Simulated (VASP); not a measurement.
# MnO2 (P4_2/mnm) in VASP: further runs

MnO2 is run at these levels: PBE+U; tasks: single point.

Program: VASP 6.6.1. These are calculated values, not measurements. Logs are shortened: lines on timing, memory, paths and dates and some standing lists are left out, and cuts for length are marked.

### Step 1. The cell of the first run

The structure is tetragonal, space group P4_2/mnm (No. 136). Conventional cell: a = 4.400 Å, b = 4.400 Å, c = 2.870 Å, α = 90.00°, β = 90.00°, γ = 90.00°. Within 2.5 Å of Mn (site symmetry mmm) lie 6 O at 1.89 Å. O (site symmetry m2m) has 3 Mn at 1.89 Å and 1 O at 2.45 Å within 2.5 Å.

### Step 2. Single point, PBE+U, collinear spin, ferromagnetic start

INCAR

```
SYSTEM = MnO2
PREC     = Accurate       ! precision mode
ENCUT    = 520            ! plane-wave cutoff, eV
EDIFF    = 1E-6           ! SCF threshold, eV
ISMEAR   = 0              ! smearing method
SIGMA    = 0.05           ! smearing width, eV
LREAL    = .False.        ! projectors in reciprocal space
LASPH    = .True.         ! aspherical terms in the spheres
NELM     = 150            ! most SCF steps
ALGO     = Normal         ! electronic algorithm
ISIF     = 2              ! what is computed and relaxed
LWAVE    = .False.        ! write WAVECAR
LCHARG   = .False.        ! write CHGCAR
ISPIN    = 2              ! spin polarisation
MAGMOM   = 4.5 4.5 0 0 0 0 ! initial moments
LORBIT   = 11             ! projections on sites
LMAXMIX  = 4              ! l up to which the mixer works
LDAU     = .True.         ! DFT+U
LDAUTYPE = 2            
LDAUL    = 2 -1           ! shell
LDAUU    = 5.9 0          ! U, eV
LDAUJ    = 0 0          
LDAUPRINT= 1            
GGA      = PE             ! functional
NBANDS   = 38             ! bands
```

KPOINTS

```
regular mesh
0
Gamma
  5 5 8
  0 0 0
```

POSCAR

```
MnO2
1.0
    4.4000000000      0.0000000000      0.0000000000
    0.0000000000      4.4000000000      0.0000000000
    0.0000000000      0.0000000000      2.8700000000
Mn O
2 4
Direct
    0.0000000000      0.0000000000      0.0000000000
    0.5000000000      0.5000000000      0.5000000000
    0.3030000000      0.3030000000      0.0000000000
    0.1970000000      0.8030000000      0.5000000000
    0.6970000000      0.6970000000      0.0000000000
    0.8030000000      0.1970000000      0.5000000000
```

Potentials or basis: VASP PAW PBE potentials, release 64 (Mn_pv, O).

Launch:

```console
> cat potpaw_PBE.64/Mn_pv/POTCAR potpaw_PBE.64/O/POTCAR > POTCAR
> mpirun -np 1 vasp_std > vasp.out
```

OUTCAR:

```text
SYSTEM = MnO2
   PREC = Accurate
   ENCUT = 520
   EDIFF = 1E-6
   ISMEAR = 0
   LREAL = .False.
   LASPH = .True.
   NELM = 150
   ISIF = 2
   ISPIN = 2
   LORBIT = 11
   GGA = PE

 ion  position               nearest neighbor table
   1  0.000  0.000  0.000-   3 1.89   5 1.89   4 1.89   6 1.89   4 1.89   6 1.89
   2  0.500  0.500  0.500-   4 1.89   6 1.89   5 1.89   3 1.89   3 1.89   5 1.89
   3  0.303  0.303  0.000-   1 1.89   2 1.89   2 1.89
   4  0.197  0.803  0.500-   2 1.89   1 1.89   1 1.89
   5  0.697  0.697  0.000-   1 1.89   2 1.89   2 1.89
   6  0.803  0.197  0.500-   2 1.89   1 1.89   1 1.89

  LATTYP: Found a simple tetragonal cell.
 ALAT       =     4.4000000000
 C/A-ratio  =     0.6522727273

  Lattice vectors:

 A1 = (   4.4000000000,   0.0000000000,   0.0000000000)
 A2 = (   0.0000000000,   4.4000000000,   0.0000000000)
 A3 = (   0.0000000000,   0.0000000000,   2.8700000000)

Analysis of symmetry for initial positions (statically):
=====================================================================
 Subroutine PRICEL returns:
 Original cell was already a primitive cell.

 Routine SETGRP: Setting up the symmetry group for a
 simple tetragonal supercell.

 Subroutine GETGRP returns: Found 16 space group operations
 (whereof  8 operations were pure point group operations)
 out of a pool of 16 trial point group operations.

The static configuration has the point symmetry D_2h.
 The point group associated with its full space group is D_4h.

Analysis of symmetry for dynamics (positions and initial velocities):
=====================================================================
 Subroutine PRICEL returns:
 Original cell was already a primitive cell.

 Routine SETGRP: Setting up the symmetry group for a
 simple tetragonal supercell.

 Subroutine GETGRP returns: Found 16 space group operations
 (whereof  8 operations were pure point group operations)
 out of a pool of 16 trial point group operations.

The dynamic configuration has the point symmetry D_2h.
 The point group associated with its full space group is D_4h.

Analysis of structural, dynamic, and magnetic symmetry:
=====================================================================
 Subroutine PRICEL returns:
 Original cell was already a primitive cell.

 Routine SETGRP: Setting up the symmetry group for a
 simple tetragonal supercell.

 Subroutine GETGRP returns: Found 16 space group operations
 (whereof  8 operations were pure point group operations)
 out of a pool of 16 trial point group operations.

The overall configuration has the point symmetry D_2h.
 The point group associated with its full space group is D_4h.

 Subroutine INISYM returns: Found 16 space group operations
 (whereof  8 operations are pure point group operations),
 and found     1 'primitive' translations

----------------------------------------------------------------------------------------

                                     Primitive cell

  volume of cell :      55.5632

  direct lattice vectors                    reciprocal lattice vectors
     4.400000000  0.000000000  0.000000000     0.227272727  0.000000000  0.000000000
     0.000000000  4.400000000  0.000000000     0.000000000  0.227272727  0.000000000
[... 159 lines left out ...]
  o =  0.0850  v =  0.0000  0.0000  0.0000  0.0000  0.0000  0.0000 -0.7071  0.0000 -0.7071  0.0000      0.0000  0.0000  0.0000  0.0000  0.0000  0.0000  0.0000  0.0000  0.0000  0.0000
  o =  0.0905  v =  0.0000  0.0000  0.0000  0.0000  0.0000 -0.0000 -0.0000 -0.0000  0.0000 -1.0000      0.0000  0.0000  0.0000  0.0000  0.0000  0.0000  0.0000  0.0000  0.0000  0.0000
  o =  0.2894  v =  0.0000  0.0000  0.0000  0.0000  0.0000 -0.8363  0.0000  0.5483  0.0000  0.0000      0.0000  0.0000  0.0000  0.0000  0.0000  0.0000  0.0000  0.0000  0.0000  0.0000
  o =  0.3116  v =  0.0000  0.0000  0.0000  0.0000  0.0000  0.0000 -0.7071  0.0000  0.7071  0.0000      0.0000  0.0000  0.0000  0.0000  0.0000  0.0000  0.0000  0.0000  0.0000  0.0000
  o =  0.5441  v =  0.0000 -0.7071  0.0000  0.7071  0.0000  0.0000  0.0000  0.0000  0.0000  0.0000      0.0000  0.0000  0.0000  0.0000  0.0000  0.0000  0.0000  0.0000  0.0000  0.0000
  o =  0.5586  v = -0.8617  0.0000  0.5074  0.0000 -0.0000  0.0000  0.0000  0.0000  0.0000  0.0000      0.0000  0.0000  0.0000  0.0000  0.0000  0.0000  0.0000  0.0000  0.0000  0.0000
  o =  0.9613  v = -0.5074  0.0000 -0.8617  0.0000  0.0000  0.0000  0.0000  0.0000  0.0000  0.0000      0.0000  0.0000  0.0000  0.0000  0.0000  0.0000  0.0000  0.0000  0.0000  0.0000
  o =  0.9712  v =  0.0000  0.7071 -0.0000  0.7071 -0.0000  0.0000  0.0000  0.0000  0.0000  0.0000      0.0000  0.0000  0.0000  0.0000  0.0000  0.0000  0.0000  0.0000  0.0000  0.0000
  o =  0.9775  v =  0.0000  0.0000  0.0000  0.0000  1.0000  0.0000  0.0000  0.0000  0.0000  0.0000      0.0000  0.0000  0.0000  0.0000  0.0000  0.0000  0.0000  0.0000  0.0000  0.0000

atom =   2  type =  1  l = 2

 onsite density matrix

spin component  1

  0.6623  0.0000 -0.1761  0.0000 -0.0000
  0.0000  0.7577  0.0000 -0.2136  0.0000
 -0.1761  0.0000  0.8576  0.0000 -0.0000
  0.0000 -0.2136  0.0000  0.7577  0.0000
 -0.0000  0.0000 -0.0000  0.0000  0.9775

spin component  2

  0.2193  0.0000  0.1070  0.0000  0.0000
  0.0000  0.1983  0.0000  0.1133  0.0000
  0.1070  0.0000  0.1262  0.0000  0.0000
  0.0000  0.1133  0.0000  0.1983  0.0000
  0.0000  0.0000  0.0000  0.0000  0.0905

 occupancies and eigenvectors

  o =  0.0560  v =  0.0000  0.0000  0.0000  0.0000  0.0000 -0.5483  0.0000  0.8363  0.0000 -0.0000      0.0000  0.0000  0.0000  0.0000  0.0000  0.0000  0.0000  0.0000  0.0000  0.0000
  o =  0.0850  v =  0.0000  0.0000  0.0000  0.0000  0.0000  0.0000  0.7071  0.0000 -0.7071  0.0000      0.0000  0.0000  0.0000  0.0000  0.0000  0.0000  0.0000  0.0000  0.0000  0.0000
  o =  0.0905  v =  0.0000  0.0000  0.0000  0.0000  0.0000 -0.0000 -0.0000  0.0000  0.0000  1.0000      0.0000  0.0000  0.0000  0.0000  0.0000  0.0000  0.0000  0.0000  0.0000  0.0000
  o =  0.2894  v =  0.0000  0.0000  0.0000  0.0000  0.0000 -0.8363  0.0000 -0.5483  0.0000 -0.0000      0.0000  0.0000  0.0000  0.0000  0.0000  0.0000  0.0000  0.0000  0.0000  0.0000
  o =  0.3116  v =  0.0000  0.0000  0.0000  0.0000  0.0000  0.0000 -0.7071  0.0000 -0.7071 -0.0000      0.0000  0.0000  0.0000  0.0000  0.0000  0.0000  0.0000  0.0000  0.0000  0.0000
  o =  0.5441  v =  0.0000 -0.7071  0.0000 -0.7071  0.0000  0.0000  0.0000  0.0000  0.0000  0.0000      0.0000  0.0000  0.0000  0.0000  0.0000  0.0000  0.0000  0.0000  0.0000  0.0000
  o =  0.5586  v = -0.8617  0.0000 -0.5074  0.0000 -0.0000  0.0000  0.0000  0.0000  0.0000  0.0000      0.0000  0.0000  0.0000  0.0000  0.0000  0.0000  0.0000  0.0000  0.0000  0.0000
  o =  0.9613  v = -0.5074  0.0000  0.8617  0.0000  0.0000  0.0000  0.0000  0.0000  0.0000  0.0000      0.0000  0.0000  0.0000  0.0000  0.0000  0.0000  0.0000  0.0000  0.0000  0.0000
  o =  0.9712  v =  0.0000  0.7071  0.0000 -0.7071 -0.0000  0.0000  0.0000  0.0000  0.0000  0.0000      0.0000  0.0000  0.0000  0.0000  0.0000  0.0000  0.0000  0.0000  0.0000  0.0000
  o =  0.9775  v =  0.0000  0.0000 -0.0000  0.0000  1.0000  0.0000  0.0000  0.0000  0.0000  0.0000      0.0000  0.0000  0.0000  0.0000  0.0000  0.0000  0.0000  0.0000  0.0000  0.0000

 number of electron      49.9999982 magnetization       6.0570763

 Free energy of the ion-electron system (eV)
  ---------------------------------------------------
  ext. energy  EPLUGINS =         0.00000000
  ---------------------------------------------------
  free energy    TOTEN  =       -39.73431133 eV

  energy without entropy =      -39.73329524  energy(sigma->0) =      -39.73380328

 E-fermi :   5.0145     XC(G=0): -12.0112

 val. band max:        4.9980257823   @ k =   0.0000   0.0000   0.1250
 cond. band min:       5.0312610547   @ k =   0.2000   0.0000   0.0000
 fundamental gap:      0.0332352724
 Fermi energy:         5.0144598009

 spin component 1

 k-point     1 :       0.0000    0.0000    0.0000
  band No.  band energies     occupation
      1     -45.9395      1.00000
      2     -45.9322      1.00000
      3     -45.9164      1.00000
      4     -45.9164      1.00000
      5     -45.8731      1.00000
      6     -45.8731      1.00000
[... 1913 lines left out ...]
     36      19.6365      0.00000
     37      20.9313      0.00000

 [... further k-points ...]

 [bands above 37 left out]

------------------------ aborting loop because EDIFF is reached ----------------------------------------

  FORCE on cell =-STRESS in cart. coord.  units (eV):
  Direction    XX          YY          ZZ          XY          YZ          ZX
  --------------------------------------------------------------------------------------
  -------------------------------------------------------------------------------------
  Total        4.8395595      4.8395595      6.7687688      0.0000000      0.0000000      0.0000000
  in kB      139.5497835    139.5497835    195.1789667      0.0000000      0.0000000      0.0000000
  external PRESSURE =     158.0928446 kB  Pullay stress =       0.0000000 kB

 VOLUME and BASIS-vectors are now :
 -----------------------------------------------------------------------------
  energy-cutoff  :      520.00
  volume of cell :       55.56
      direct lattice vectors                 reciprocal lattice vectors
     4.400000000  0.000000000  0.000000000     0.227272727  0.000000000  0.000000000
     0.000000000  4.400000000  0.000000000     0.000000000  0.227272727  0.000000000
     0.000000000  0.000000000  2.870000000     0.000000000  0.000000000  0.348432056

 POSITION                                       TOTAL-FORCE (eV/Angst)
 -----------------------------------------------------------------------------------
      0.00000      0.00000      0.00000        -0.000000      0.000000      0.000000
      2.20000      2.20000      1.43500        -0.000000      0.000000      0.000000
      1.33320      1.33320      0.00000         0.136619      0.136619      0.000000
      0.86680      3.53320      1.43500        -0.136619      0.136619      0.000000
      3.06680      3.06680      0.00000        -0.136619     -0.136619     -0.000000
      3.53320      0.86680      1.43500         0.136619     -0.136619     -0.000000
 -----------------------------------------------------------------------------------
    total drift:                                0.000000      0.000000      0.000000

  FREE ENERGIE OF THE ION-ELECTRON SYSTEM (eV)
  ---------------------------------------------------
  free  energy   TOTEN  =       -39.7343113276 eV

  energy  without entropy=      -39.7332952356  energy(sigma->0) =      -39.73380328

 total charge

# of ion       s       p       d       tot
------------------------------------------
    1        0.361   6.481   4.813  11.655
    2        0.361   6.481   4.813  11.655
    3        1.569   3.491   0.000   5.060
    4        1.569   3.491   0.000   5.060
    5        1.569   3.491   0.000   5.060
    6        1.569   3.491   0.000   5.060
--------------------------------------------------
tot          6.999  26.926   9.625  43.551

 magnetization (x)

# of ion       s       p       d       tot
------------------------------------------
    1        0.020   0.031   3.177   3.228
    2        0.020   0.031   3.177   3.228
    3       -0.004  -0.113   0.000  -0.116
    4       -0.004  -0.113   0.000  -0.116
    5       -0.004  -0.113   0.000  -0.116
    6       -0.004  -0.113   0.000  -0.116
--------------------------------------------------
tot          0.026  -0.389   6.354   5.991
```

Wall time 1.9 min (1 thread of Intel Xeon Platinum 8259CL at 2.50GHz (Skylake/Cascade Lake), shared host); peak memory 0.25 GiB.

Results:

- Free energy: -39.7343 eV
- Pressure: 15.8 GPa
- Largest force: 0.193 eV/Å
- Net moment: 6.06 μB per cell
- Site moments: Mn +3.23; O -0.12 μB
- Valence electrons inside the program's atomic spheres: Mn 11.65; O 5.06

Forces in eV/Å, atoms in the order of the input:
```
Mn   0.000  0.000  0.000
Mn   0.000  0.000  0.000
O    0.137  0.137  0.000
O   -0.137  0.137  0.000
O   -0.137 -0.137  0.000
O    0.137 -0.137  0.000
```

Levels at points of the mesh, in eV from the Fermi level:
Spin up:
| k point | band 26 | band 27 | band 28 | band 29 | band 30 | band 31 |
| --- | --- | --- | --- | --- | --- | --- |
| (0.00, 0.00, 0.00) | -0.57 | -0.43 | -0.43 | 0.16 | 2.76 | 2.76 |
| (0.00, 0.00, 0.50) | -1.39 | -0.51 | -0.51 | 1.22 | 1.22 | 1.73 |
Spin down:
```csv
k point,band 19,band 20,band 21,band 22,band 23,band 24,band 25,band 26
"(0.00, 0.00, 0.00)",-1.24,-0.54,-0.54,0.21,2.59,2.61,3.03,3.03
"(0.00, 0.00, 0.50)",-2.39,-2.39,-1.70,-1.70,3.60,3.60,3.81,3.81
```

Eigenvalues of the final occupation matrices:
| site | spin | trace | eigenvalues |
| --- | --- | --- | --- |
| site 1 d | 1 | 4.01 | 0.54 0.56 0.96 0.97 0.98 |
| site 1 d | 2 | 0.83 | 0.06 0.09 0.09 0.29 0.31 |
| site 2 d | 1 | 4.01 | 0.54 0.56 0.96 0.97 0.98 |
| site 2 d | 2 | 0.83 | 0.06 0.09 0.09 0.29 0.31 |

Caveat: the stress differs along the axes, from 14 to 20 GPa; the run started ferromagnetic, and an antiferromagnetic order may lie lower in energy. The state reached can hang on the start; a lower one may exist.

[end of part 1 of 2]
